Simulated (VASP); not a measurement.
# Ba (Fm-3m) in VASP: settings compared

The runs below take Ba through single point, with LDA, SVWN5.

All numbers are computed with VASP 6.6.1; they aren't measurements. Logs are shortened: lines on timing, memory, paths and dates and some standing lists are left out, and cuts for length are marked.

## (1) The cell of the first run

Symmetry: Fm-3m, No. 225, cubic system. The conventional cell has a = 6.465 Å, b = 6.465 Å, c = 6.465 Å, α = 90.00°, β = 90.00°, γ = 90.00°.

This isn't the form of Ba at room conditions, which is bcc.

## (2) Single point, LDA

Input file POSCAR:

```
Ba
1.0
    0.0000000000      3.2326650028      3.2326650028
    3.2326650028      0.0000000000      3.2326650028
    3.2326650028      3.2326650028      0.0000000000
Ba
1
Direct
    0.0000000000      0.0000000000      0.0000000000
```

Input file INCAR.step1:

```
ALGO = Normal ; EDIFF = 1E-6
ENCUT = 210 ; GGA = CA
GGA_COMPAT = False ; ISMEAR = 1
LASPH = True ; LCHARG = True
LREAL = False ; LWAVE = False
NBANDS = 19 ; NELM = 120
PREC = Accurate ; SIGMA = 0.1
```

Input file KPOINTS.step1:

```
k-points
0
Gamma
  8 8 8
```

Input file INCAR.step2:

```
ALGO = Normal ; EDIFF = 1E-6
EMAX = 9.2468 ; EMIN = -15.7532
ENCUT = 210 ; GGA = CA
GGA_COMPAT = False ; ICHARG = 11
ISMEAR = -5 ; LASPH = True
LCHARG = False ; LORBIT = 11
LREAL = False ; LWAVE = False
NBANDS = 19 ; NEDOS = 2001
NELM = 120 ; PREC = Accurate
```

Input file KPOINTS.step2:

```
Automatic mesh
0
Gamma
  10 10 10
  0 0 0
```

Potentials or basis: VASP PAW LDA potentials, release 64 (Ba_sv).

Started as:

```console
$ cat potpaw_LDA.64/Ba_sv/POTCAR > POTCAR
$ cp INCAR.step1 INCAR
$ cp KPOINTS.step1 KPOINTS
$ mpirun -np 1 vasp_std > vasp.out
$ cp INCAR.step2 INCAR
$ cp KPOINTS.step2 KPOINTS
$ mpirun -np 1 vasp_std > vasp.out
```

OUTCAR:

```text
EDIFF = 1E-6
   EMIN = -15.7532
   ENCUT = 210
   GGA = CA
   ICHARG = 11
   ISMEAR = -5
   LASPH = True
   LORBIT = 11
   LREAL = False
   NELM = 120
   PREC = Accurate

 Found     47 irreducible k-points:

 Following reciprocal coordinates:
            Coordinates               Weight
  0.000000  0.000000  0.000000      1.000000
  0.100000  0.000000  0.000000      8.000000
  0.200000  0.000000  0.000000      8.000000
  0.300000  0.000000  0.000000      8.000000
  0.400000  0.000000  0.000000      8.000000
  0.500000  0.000000  0.000000      4.000000
   k-points           NKPTS =     47   k-points in BZ     NKDIM =     47   number of bands    NBANDS=     19
   number of dos      NEDOS =   2001   number of ions     NIONS =      1
   total plane-waves  NPLWV =  13824
   dimension x,y,z NGX =    24 NGY =   24 NGZ =   24
   dimension x,y,z NGXF=    48 NGYF=   48 NGZF=   48
   ions per type =               1
   NGX,Y,Z   is equivalent  to a cutoff of   8.73,  8.73,  8.73 a.u.
   NGXF,Y,Z  is equivalent  to a cutoff of  17.45, 17.45, 17.45 a.u.
 SYSTEM =  unknown system
   PREC   = accura    normal or accurate (medium, high low for compatibility)
   ISTART =      0    job   : 0-new  1-cont  2-samecut
   ICHARG =     11    charge: 1-file 2-atom 10-const
   ISPIN  =      1    spin polarized calculation?
   LNONCOLLINEAR =      F non collinear calculations
   LSORBIT =      F    spin-orbit coupling
   LASPH  =      T    aspherical Exc in radial PAW
   ENCUT  =  210.0 eV  15.43 Ry    3.93 a.u.   5.40  5.40  5.40*2*pi/ulx,y,z
   NELM   =    120;   NELMIN=  2; NELMDL=  0     # of ELM steps
   EDIFF  = 0.1E-05   stopping-criterion for ELM
   LREAL  =      F    real-space projection
   EDIFFG = 0.1E-04   stopping-criterion for IOM
   NSW    =      0    number of steps for IOM
   IBRION =     -1    ionic relax: 0-MD 1-quasi-New 2-CG
   NFREE  =      0    steps in history (QN), initial steepest desc. (CG)
   ISIF   =      2    stress and relaxation
   ISYM   =      2    0-nonsym 1-usesym 2-fastsym
   POTIM  = 0.5000    time-step for ionic-motion
   TEBEG  =    0.0;   TEEND  =   0.0 temperature during run

   SCALEE = 1.0000    scale energy and forces
   PSTRESS=    0.0 pullay stress
   NELECT =      10.0000    total number of electrons
   NUPDOWN=      -1.0000    fix difference up-down
   EMIN   = -15.75;   EMAX   =  9.25  energy-range for DOS
   EFERMI =   0.00;   METHOD = LEGACY
   ISMEAR =    -5;   SIGMA  =   0.20  broadening in eV -4-tet -1-fermi 0-gaus
   EFERMI_NEDOS =   21; number of points for ismear=-14 and -15
   IALGO  =     38    algorithm
   IMIX   =      4    mixing-type and parameters
     AMIX     =   0.40;   BMIX     =  1.00
     AMIX_MAG =   1.60;   BMIX_MAG =  1.00
  volume/ion in A,a.u.               =      67.56       455.94
  Fermi-wavevector in a.u.,A,eV,Ry     =   0.865973  1.636451 10.203124  0.749908
  Thomas-Fermi vector in A             =   1.984294
   LORBIT       =     11    0 simple, 1 ext, 2 COOP (PROOUT), +10 PAW based schemes
   GGA     = CA    functional components
   LHFCALC =     F    Hartree Fock is set to
   AEXX    =    0.0000 exact exchange contribution
   IVDW    =     0    specifies the selected vdW correction
   LEPSILON=     F    determine dielectric tensor
   LRPA    =     F    only Hartree local field effects (RPA)

   CSHIFT  =0.1000    complex shift for real part using Kramers Kronig

   OMEGAMAX=  -1.0    maximum frequency
 non-spin polarized calculation
 Fermi weights with tetrahedron method with Bloechl corrections
  energy-cutoff  :      210.00
  volume of cell :       67.56
 maximum number of plane-waves:       483
 NGX is ok and might be reduce to    24

 number of electron      10.0000004 magnetization

 Free energy of the ion-electron system (eV)
  ---------------------------------------------------
  ext. energy  EPLUGINS =         0.00000000
  ---------------------------------------------------
  free energy    TOTEN  =        -2.16387615 eV

  energy without entropy =       -2.16387615  energy(sigma->0) =       -2.16387615

 E-fermi :   1.2187     XC(G=0):  -7.3897

 val. band max:        1.2542672870   @ k =  -0.3000   0.4000   0.1000
 cond. band min:       1.1934369571   @ k =   0.5000   0.4000   0.0000
 fundamental gap:     -0.0608303299
 Fermi energy:         1.2186865937

 k-point     1 :       0.0000    0.0000    0.0000
  band No.  band energies     occupation
      1     -27.7152      2.00000
      2     -12.7188      2.00000
      3     -12.7188      2.00000
      4     -12.7188      2.00000
      5      -1.5046      2.00000
      6       2.8819      0.00000
[... 9 lines left out ...]
     16      15.7829      0.00000
     17      15.7831      0.00000

 k-point     2 :       0.1000    0.0000    0.0000
  band No.  band energies     occupation
      1     -27.7124      2.00000
      2     -12.7567      2.00000
      3     -12.7239      2.00000
      4     -12.7239      2.00000
      5      -1.3410      2.00000
      6       2.6941      0.00000
[... 9 lines left out ...]
     16      13.9403      0.00000
     17      14.6761      0.00000

 k-point     3 :       0.2000    0.0000    0.0000
  band No.  band energies     occupation
      1     -27.7050      2.00000
      2     -12.8528      2.00000
      3     -12.7366      2.00000
      4     -12.7366      2.00000
      5      -0.8939      2.00000
      6       2.3258      0.00000
[... 9 lines left out ...]
     16      12.9797      0.00000
     17      12.9797      0.00000

 k-point     4 :       0.3000    0.0000    0.0000
  band No.  band energies     occupation
      1     -27.6958      2.00000
      2     -12.9677      2.00000
      3     -12.7520      2.00000
      4     -12.7520      2.00000
      5      -0.3101      2.00000
      6       2.0654      0.00000
[... 9 lines left out ...]
     16      11.9239      0.00000
     17      11.9239      0.00000

 k-point     5 :       0.4000    0.0000    0.0000
  band No.  band energies     occupation
      1     -27.6883      2.00000
      2     -13.0576      2.00000
      3     -12.7644      2.00000
      4     -12.7644      2.00000
      5       0.1425      2.00000
      6       2.0816      0.00000
[... 9 lines left out ...]
     16      13.3593      0.00000
     17      13.3593      0.00000

 k-point     6 :       0.5000    0.0000    0.0000
  band No.  band energies     occupation
      1     -27.6855      2.00000
      2     -13.0912      2.00000
      3     -12.7690      2.00000
      4     -12.7690      2.00000
      5       0.2850      2.00000
      6       2.1920      0.00000
[... 9 lines left out ...]
     16      14.4321      0.00000
     17      14.4321      0.00000

 [... further k-points ...]

 [bands above 17 left out]

------------------------ aborting loop because EDIFF is reached ----------------------------------------

  FORCE on cell =-STRESS in cart. coord.  units (eV):
  Direction    XX          YY          ZZ          XY          YZ          ZX
  --------------------------------------------------------------------------------------
  -------------------------------------------------------------------------------------
  Total       -0.6909149     -0.6909149     -0.6909149      0.0000000      0.0000000     -0.0000000
  in kB      -16.3841178    -16.3841178    -16.3841178      0.0000000      0.0000000     -0.0000000
  external PRESSURE =     -16.3841178 kB  Pullay stress =       0.0000000 kB

 VOLUME and BASIS-vectors are now :
 -----------------------------------------------------------------------------
  energy-cutoff  :      210.00
  volume of cell :       67.56
      direct lattice vectors                 reciprocal lattice vectors
     0.000000000  3.232665003  3.232665003    -0.154671146  0.154671146  0.154671146
     3.232665003  0.000000000  3.232665003     0.154671146 -0.154671146  0.154671146
     3.232665003  3.232665003  0.000000000     0.154671146  0.154671146 -0.154671146

 POSITION                                       TOTAL-FORCE (eV/Angst)
 -----------------------------------------------------------------------------------
      0.00000      0.00000      0.00000         0.000000      0.000000      0.000000
 -----------------------------------------------------------------------------------
    total drift:                                0.000000     -0.000000     -0.000000

  FREE ENERGIE OF THE ION-ELECTRON SYSTEM (eV)
  ---------------------------------------------------
  free  energy   TOTEN  =        -2.1638761486 eV

  energy  without entropy=       -2.1638761486  energy(sigma->0) =       -2.16387615

 total charge

# of ion       s       p       d       tot
------------------------------------------
    1        2.072   5.539   0.254   7.865
```

OUTCAR.step1:

```text
EDIFF = 1E-6
   ENCUT = 210
   GGA = CA
   ISMEAR = 1
   LASPH = True
   LREAL = False
[... 235 lines left out ...]

 POSITION                                       TOTAL-FORCE (eV/Angst)
 -----------------------------------------------------------------------------------
      0.00000      0.00000      0.00000         0.000000     -0.000000      0.000000
 -----------------------------------------------------------------------------------
    total drift:                                0.000000      0.000000      0.000000

  FREE ENERGIE OF THE ION-ELECTRON SYSTEM (eV)
  ---------------------------------------------------
  free  energy   TOTEN  =        -2.1649684129 eV

  energy  without entropy=       -2.1641475042  energy(sigma->0) =       -2.16469478
```

Run time: 12 s. Hardware: 1 thread of Intel Xeon Platinum 8488C (Sapphire Rapids), shared host; peak memory 0.12 GiB.

Results:

```
Valence electrons inside the program's atomic spheres : Ba 7.87
Density of states at the Fermi level                  : 1.46 states/eV/atom
```

Caveat: the cutoff is under 1.25 times the usual one of these potentials, so pressure, stress and relaxed cells hold a basis-set (Pulay) error; spin-orbit coupling is left out, which moves the levels of the heavy elements; tetrahedron occupations give inexact forces and stress in metals.

## (3) Single point, LDA

POSCAR is that of step 2.

Edit INCAR.step1 of step 2 so:

```diff
@@ -1,3 +1,3 @@
 ALGO = Normal ; EDIFF = 1E-6
-ENCUT = 210 ; GGA = CA
+ENCUT = 450 ; GGA = CA
 GGA_COMPAT = False ; ISMEAR = 1
```

KPOINTS.step1 is that of step 2.

Input file INCAR.step2:

```
ALGO = Normal ; EDIFF = 1E-6
EMAX = 9.2465 ; EMIN = -15.7535
ENCUT = 450 ; GGA = CA
GGA_COMPAT = False ; ICHARG = 11
ISMEAR = -5 ; LASPH = True
LCHARG = False ; LORBIT = 11
LREAL = False ; LWAVE = False
NBANDS = 19 ; NEDOS = 4001
NELM = 120 ; PREC = Accurate
```

Input file KPOINTS.step2:

```
Automatic mesh
0
Gamma
  22 22 22
  0 0 0
```

Potentials or basis: VASP PAW LDA potentials, release 64 (Ba_sv).

Started as:

```console
$ cat potpaw_LDA.64/Ba_sv/POTCAR > POTCAR
$ cp INCAR.step1 INCAR
$ cp KPOINTS.step1 KPOINTS
$ mpirun -np 1 vasp_std > vasp.out
$ cp INCAR.step2 INCAR
$ cp KPOINTS.step2 KPOINTS
$ mpirun -np 1 vasp_std > vasp.out
```

It took 2 min on 1 thread of Intel Xeon Platinum 8488C (Sapphire Rapids), shared host; peak memory 0.36 GiB.

The run converged. Its results:

- Valence electrons inside the program's atomic spheres: Ba 7.87
- Density of states at the Fermi level: 1.81 states/eV/atom

Levels at points of the mesh, in eV from the Fermi level:
| k point | band 2 | band 3 | band 4 | band 5 | band 6 | band 7 | band 8 | band 9 |
| --- | --- | --- | --- | --- | --- | --- | --- | --- |
| (0.00, 0.00, 0.00) | -13.97 | -13.97 | -13.97 | -2.76 | 1.63 | 1.63 | 1.63 | 3.07 |
| (0.50, 0.00, 0.00) | -14.34 | -14.02 | -14.02 | -0.97 | 0.94 | 1.51 | 1.51 | 4.17 |
| (0.50, 0.50, 0.00) | -14.32 | -14.10 | -14.10 | -0.75 | -0.15 | 1.85 | 4.18 | 4.50 |

Caveat: spin-orbit coupling is left out, which moves the levels of the heavy elements; tetrahedron occupations give inexact forces and stress in metals.

## (4) Single point, SVWN5 (64.86 Å³/atom)

This run uses another cell than the first one, of 64.86 Å³/atom.

Input file POSCAR:

```
Ba
1.0
    0.0000000000      3.1889749850      3.1889749850
    3.1889749850      0.0000000000      3.1889749850
    3.1889749850      3.1889749850      0.0000000000
Ba
1
Direct
    0.0000000000      0.0000000000      0.0000000000
```

Input file INCAR.step1:

```
SYSTEM = Ba
ALGO = Normal ; EDIFF = 1E-6
ENCUT = 400 ; GGA = VW
GGA_COMPAT = .False. ; ISIF = 2
ISMEAR = -1 ; LASPH = .True.
LCHARG = .True. ; LORBIT = 11
LREAL = .False. ; LWAVE = .False.
NBANDS = 11 ; NEDOS = 2001
NELM = 120 ; PREC = Accurate
SIGMA = 0.1
```

Input file KPOINTS.step1:

```
k-points
0
Gamma
  7 7 7
  0 0 0
```

Input file INCAR.step2:

```
SYSTEM = Ba
ALGO = Normal ; EDIFF = 1E-6
ENCUT = 400 ; GGA = VW
GGA_COMPAT = .False. ; ICHARG = 11
ISIF = 2 ; ISMEAR = -5
LASPH = .True. ; LCHARG = .False.
LORBIT = 11 ; LREAL = .False.
LWAVE = .False. ; NBANDS = 11
NEDOS = 2001 ; NELM = 120
PREC = Accurate ; SIGMA = 0.1
```

Input file KPOINTS.step2:

```
k-points
0
Gamma
  11 11 11
  0 0 0
```

Potentials or basis: VASP PAW PBE potentials, release 64 (Ba_sv).

Started as:

```console
$ cat potpaw_PBE.64/Ba_sv/POTCAR > POTCAR
$ cp INCAR.step1 INCAR
$ cp KPOINTS.step1 KPOINTS
$ mpirun -np 1 vasp_std > vasp.out
$ cp INCAR.step2 INCAR
$ cp KPOINTS.step2 KPOINTS
$ mpirun -np 1 vasp_std > vasp.out
```

It took 38 s on 1 thread of Intel Xeon Platinum 8259CL at 2.50GHz (Skylake/Cascade Lake), shared host; peak memory 0.15 GiB.

The run converged. Its results:

```yaml
Valence_electrons_inside_the_program's_atomic_spheres: Ba 7.86
```

Levels at points of the mesh, in eV from the Fermi level:
```tsv
k point	band 3	band 4	band 5	band 6	band 7	band 8
(0.00, 0.00, 0.00)	-13.87	-13.87	-2.77	1.71	1.71	1.71
```

Caveat: the PAW data sets were made with another functional, which shifts forces and pressure a little; spin-orbit coupling is left out, which moves the levels of the heavy elements; tetrahedron occupations give inexact forces and stress in metals.

## (5) Overview

| level | potentials or basis | cell | k mesh | cutoff (eV) | smearing | tolerance level | purpose | K density | dipole correction | k mesh for the DOS | gap on the mesh (eV) |
| --- | --- | --- | --- | --- | --- | --- | --- | --- | --- | --- | --- |
| LDA | VASP PAW LDA potentials, release 64 (Ba_sv) | a = 4.572 Å, angles 60.0°, 1 atom | 10 × 10 × 10 | 210 | tetrahedron 0.1 eV | screening | density of states | 8 × 8 × 8 | - | - | none |
| LDA | VASP PAW LDA potentials, release 64 (Ba_sv) | a = 4.572 Å, angles 60.0°, 1 atom | 22 × 22 × 22 | 450 | tetrahedron 0.1 eV | screening | density of states | 8 × 8 × 8 | - | - | none |
| SVWN5 | VASP PAW PBE potentials, release 64 (Ba_sv) | a = 4.510 Å, angles 60.0°, 1 atom | 7 × 7 × 7 | 400 | fermi-dirac 0.1 eV | - | - | - | no | 11 × 11 × 11 | - |

Alike in all rows: task single point; no spin polarisation.

Caveats: spin-orbit coupling is left out, which moves the levels of the heavy elements; tetrahedron occupations give inexact forces and stress in metals; the cutoff is under 1.25 times the usual one of these potentials, so pressure, stress and relaxed cells hold a basis-set (Pulay) error (at least some runs); the PAW data sets were made with another functional, which shifts forces and pressure a little (at least some runs).

Absolute energies hang on the potentials; compare differences alone.
